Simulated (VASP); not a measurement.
# As (P6/mmm) in VASP: further runs, part 2 of 2

VASP 6.6.1. The steps go on from the part before.

## 3. Relaxation of cell and atoms, PBE

This run uses another cell than the first one, of 23.13 Å³/atom, 0.899 times its volume.

INCAR

```
  PREC = Accurate
  ENCUT = 600
  EDIFF = 1E-6
  ISMEAR = 0
  SIGMA = 0.1
  LREAL = False
  LASPH = True
  NELM = 60
  ALGO = Normal
  ISIF = 3
  LWAVE = False
  LCHARG = False
  GGA = PE
  IBRION = 2
  NSW = 90
  EDIFFG = -0.04
```

KPOINTS

```
Automatic mesh
0
Gamma
  6 6 6
```

POSCAR

```
As
1.0
    4.0549186600      0.0000000000      0.0000000000
   -2.0274593300      3.5116625700      0.0000000000
    0.0000000000      0.0000000000      3.2485401500
As
2
Direct
    0.3333333300      0.6666666700      0.0000000000
    0.6666666700      0.3333333300      0.0000000000
```

Potentials or basis: VASP PAW PBE potentials, release 64 (As).

Command:

```
$ cat potpaw_PBE.64/As/POTCAR > POTCAR
$ mpirun -np 1 vasp_std > vasp.out
```

OUTCAR:

```text
PREC = Accurate
   ENCUT = 600
   EDIFF = 1E-6
   ISMEAR = 0
   LREAL = False
   LASPH = True
   NELM = 60
   ISIF = 3
   GGA = PE
   IBRION = 2
   NSW = 90
   EDIFFG = -0.04

 ion  position               nearest neighbor table
   1  0.333  0.667  0.000-   2 2.34   2 2.34   2 2.34
   2  0.667  0.333  0.000-   1 2.34   1 2.34   1 2.34

  LATTYP: Found a hexagonal cell.
 ALAT       =     4.0549186600
 C/A-ratio  =     0.8011357125

  Lattice vectors:

 A1 = (   4.0549186600,   0.0000000000,   0.0000000000)
 A2 = (  -2.0274593300,   3.5116625700,   0.0000000000)
 A3 = (   0.0000000000,   0.0000000000,   3.2485401500)

Analysis of symmetry for initial positions (statically):
=====================================================================
 Subroutine PRICEL returns:
 Original cell was already a primitive cell.

 Routine SETGRP: Setting up the symmetry group for a
 hexagonal supercell.

 Subroutine GETGRP returns: Found 24 space group operations
 (whereof 24 operations were pure point group operations)
 out of a pool of 24 trial point group operations.

The static configuration has the point symmetry D_6h.

Analysis of symmetry for dynamics (positions and initial velocities):
=====================================================================
 Subroutine PRICEL returns:
 Original cell was already a primitive cell.

 Routine SETGRP: Setting up the symmetry group for a
 hexagonal supercell.

 Subroutine GETGRP returns: Found 24 space group operations
 (whereof 24 operations were pure point group operations)
 out of a pool of 24 trial point group operations.

The dynamic configuration has the point symmetry D_6h.

 Subroutine INISYM returns: Found 24 space group operations
 (whereof 24 operations are pure point group operations),
 and found     1 'primitive' translations

----------------------------------------------------------------------------------------

                                     Primitive cell

  volume of cell :      46.2576

  direct lattice vectors                    reciprocal lattice vectors
     4.054918660  0.000000000  0.000000000     0.246614071  0.142382701  0.000000000
    -2.027459330  3.511662570  0.000000000     0.000000000  0.284765401  0.000000000
     0.000000000  0.000000000  3.248540150     0.000000000  0.000000000  0.307830580

  length of vectors
     4.054918660  4.054918660  3.248540150     0.284765401  0.284765401  0.307830580

  position of ions in fractional coordinates (direct lattice)
     0.333333330  0.666666670  0.000000000
     0.666666670  0.333333330  0.000000000

  ion indices of the primitive-cell ions
   primitive index   ion index
                 1           1
                 2           2

----------------------------------------------------------------------------------------

 KPOINTS: Automatic mesh

Automatic generation of k-mesh.
 Grid dimensions read from file:
 generate k-points for:    6    6    6

[... 55 lines left out ...]
   ISTART =      0    job   : 0-new  1-cont  2-samecut
   ICHARG =      2    charge: 1-file 2-atom 10-const
   ISPIN  =      1    spin polarized calculation?
   LNONCOLLINEAR =      F non collinear calculations
   LSORBIT =      F    spin-orbit coupling
   LASPH  =      T    aspherical Exc in radial PAW
   ENCUT  =  600.0 eV  44.10 Ry    6.64 a.u.   8.10  8.10  6.49*2*pi/ulx,y,z
   NELM   =     60;   NELMIN=  2; NELMDL= -5     # of ELM steps
   EDIFF  = 0.1E-05   stopping-criterion for ELM
   LREAL  =      F    real-space projection
   EDIFFG = -.4E-01   stopping-criterion for IOM
   NSW    =     90    number of steps for IOM
   IBRION =      2    ionic relax: 0-MD 1-quasi-New 2-CG
   NFREE  =      1    steps in history (QN), initial steepest desc. (CG)
   ISIF   =      3    stress and relaxation
   ISYM   =      2    0-nonsym 1-usesym 2-fastsym
   POTIM  = 0.5000    time-step for ionic-motion
   TEBEG  =    0.0;   TEEND  =   0.0 temperature during run
   PSTRESS=    0.0 pullay stress
   NELECT =      10.0000    total number of electrons
   NUPDOWN=      -1.0000    fix difference up-down
   EMIN   =  10.00;   EMAX   =-10.00  energy-range for DOS
   EFERMI =   0.00;   METHOD = LEGACY
   ISMEAR =     0;   SIGMA  =   0.10  broadening in eV -4-tet -1-fermi 0-gaus
   EFERMI_NEDOS =   21; number of points for ismear=-14 and -15
   IALGO  =     38    algorithm
   IMIX   =      4    mixing-type and parameters
     AMIX     =   0.40;   BMIX     =  1.00
     AMIX_MAG =   1.60;   BMIX_MAG =  1.00
  volume/ion in A,a.u.               =      23.13       156.08
  Fermi-wavevector in a.u.,A,eV,Ry     =   0.982533  1.856718 13.134669  0.965371
  Thomas-Fermi vector in A             =   2.113623
   LORBIT       =      0    0 simple, 1 ext, 2 COOP (PROOUT), +10 PAW based schemes
   GGA     = PE    functional components
   LHFCALC =     F    Hartree Fock is set to
   AEXX    =    0.0000 exact exchange contribution
   IVDW    =     0    specifies the selected vdW correction
   LEPSILON=     F    determine dielectric tensor
   LRPA    =     F    only Hartree local field effects (RPA)
 conjugate gradient relaxation of ions
 non-spin polarized calculation
 Gauss-broadening in eV      SIGMA  =   0.10
  energy-cutoff  :      600.00
  volume of cell :       46.26
 maximum number of plane-waves:      1567
   NGX = 17   NGY = 17   NGZ = 13

--------------------------------------- Ionic step        1  -------------------------------------------

 number of electron      10.0000000 magnetization

 number of electron       9.9999999 magnetization

 Free energy of the ion-electron system (eV)
  ---------------------------------------------------
  ext. energy  EPLUGINS =         0.00000000
  ---------------------------------------------------
  free energy    TOTEN  =        -7.88968559 eV

  energy without entropy =       -7.88560464  energy(sigma->0) =       -7.88764511

------------------------ aborting loop because EDIFF is reached ----------------------------------------

  FORCE on cell =-STRESS in cart. coord.  units (eV):
  Direction    XX          YY          ZZ          XY          YZ          ZX
  --------------------------------------------------------------------------------------
  -------------------------------------------------------------------------------------
  Total        7.4192943      7.4192943     -1.2868652      0.0000000      0.0000000      0.0000000
  in kB      256.9744931    256.9744931    -44.5718318      0.0000000      0.0000000      0.0000000
  external PRESSURE =     156.4590515 kB  Pullay stress =       0.0000000 kB
[... 89 lines left out ...]
  FREE ENERGIE OF THE ION-ELECTRON SYSTEM (eV)
  ---------------------------------------------------
  free  energy   TOTEN  =        -8.6366533710 eV

  energy  without entropy=       -8.6325076334  energy(sigma->0) =       -8.63458050

[... ionic steps 4 to 8 ...]

--------------------------------------- Ionic step        9  -------------------------------------------

 number of electron       9.9999999 magnetization

------------------------ aborting loop because EDIFF is reached ----------------------------------------
[... 67 lines left out ...]
--------------------------------------- Ionic step       11  -------------------------------------------

 number of electron       9.9999999 magnetization

 Free energy of the ion-electron system (eV)
  ---------------------------------------------------
  ext. energy  EPLUGINS =         0.00000000
  ---------------------------------------------------
  free energy    TOTEN  =        -8.92044431 eV

  energy without entropy =       -8.92024559  energy(sigma->0) =       -8.92034495

 E-fermi :   3.7977     XC(G=0):  -8.9727

 val. band max:        3.6077184675   @ k =   0.1667   0.0000   0.3333
 cond. band min:       3.9723795606   @ k =   0.0000   0.0000   0.3333
 fundamental gap:      0.3646610930
 Fermi energy:         3.7977405159

 k-point     1 :       0.0000    0.0000    0.0000
  band No.  band energies     occupation
      1     -10.4197      2.00000
      2      -5.4733      2.00000
      3      -0.5506      2.00000
      4      -0.5506      2.00000
      5       3.5888      1.99687
      6       3.5888      1.99687
      7       8.1714      0.00000
      8       8.2369      0.00000
      9      11.6482      0.00000
[... 265 lines left out ...]
 k-point    24 :       0.3333    0.0000    0.5000
  band No.  band energies     occupation
      1      -6.6535      2.00000
      2      -4.0365      2.00000
      3      -1.8685      2.00000
      4       0.2832      2.00000
      5       1.3110      2.00000
      6       3.2342      2.00000
      7       7.1320      0.00000
      8       8.2140      0.00000
      9       8.4365      0.00000

 [... further k-points ...]
[... 5 lines left out ...]
  --------------------------------------------------------------------------------------
  -------------------------------------------------------------------------------------
  Total        0.0374364      0.0374364     -0.0632995      0.0000000      0.0000000      0.0000000
  in kB        1.1626449      1.1626449     -1.9658631      0.0000000      0.0000000      0.0000000
  external PRESSURE =       0.1198089 kB  Pullay stress =       0.0000000 kB
[... 17 lines left out ...]
  FREE ENERGIE OF THE ION-ELECTRON SYSTEM (eV)
  ---------------------------------------------------
  free  energy   TOTEN  =        -8.9204443082 eV

  energy  without entropy=       -8.9202455950  energy(sigma->0) =       -8.92034495

 reached required accuracy - stopping structural energy minimisation
```

CONTCAR:

```text
As
   1.00000000000000
     4.6754460316667510    0.0000000000000000    0.0000000000000000
    -2.3377230158333755    4.0490550376808567   -0.0000000000000000
    -0.0000000000000000    0.0000000000000000    2.7250915651090812
  As
     2
Direct
     0.3333333300000021    0.6666666699999979    0.0000000000000000
     0.6666666699999979    0.3333333300000021    0.0000000000000000

  0.00000000E+00  0.00000000E+00  0.00000000E+00
  0.00000000E+00  0.00000000E+00  0.00000000E+00
```

It took 2.2 min on 1 thread of AMD EPYC 7R13, shared host; peak memory 0.15 GiB.

What came out:

* Free energy: -8.9204 eV
* Relaxed volume: 25.79 Å³/atom
* Relaxed cell: a = 4.675 Å, b = 4.675 Å, c = 2.725 Å, α = 90.00°, β = 90.00°, γ = 120.00°
* Space group after relaxing (to 0.05 Å): P6/mmm (No. 191)
* Energy gained by relaxing: 515.4 meV/atom
* Ionic steps: 11
* Pressure after relaxing: 0.0 GPa
* Band gap on the k mesh: zero (band 5 reaches 5.39 eV, above the bottom of band 6 at 1.88 eV)

The path:
```csv
step,energy change (eV),largest force (eV/Å),pressure (GPa),volume (Å³)
1,0.0000,0.0000,15.65,46.26
2,-0.6363,0.0000,-6.83,62.30
3,-0.7470,0.0000,-2.72,56.47
4,-0.7507,0.0000,-3.65,57.38
5,-0.9019,0.0000,-1.94,54.05
6,-1.0261,0.0000,1.34,50.58
7,-1.0138,0.0000,-0.21,51.63
8,-1.0285,0.0000,0.82,50.89
9,-1.0281,0.0000,1.05,50.75
10,-1.0297,0.0000,-0.63,52.13
11,-1.0308,0.0000,0.01,51.59
```

Final structure:
```xyz
2
Lattice="4.6754 0.0000 0.0000 -2.3377 4.0491 0.0000 0.0000 0.0000 2.7251" Properties=species:S:1:pos:R:3 pbc="T T T"
As    0.0000    2.6994    0.0000
As    2.3377    1.3497    0.0000
```

Caveat: this functional lacks dispersion, which binds the layers, so the pressure and a relaxed spacing across them are unreliable.
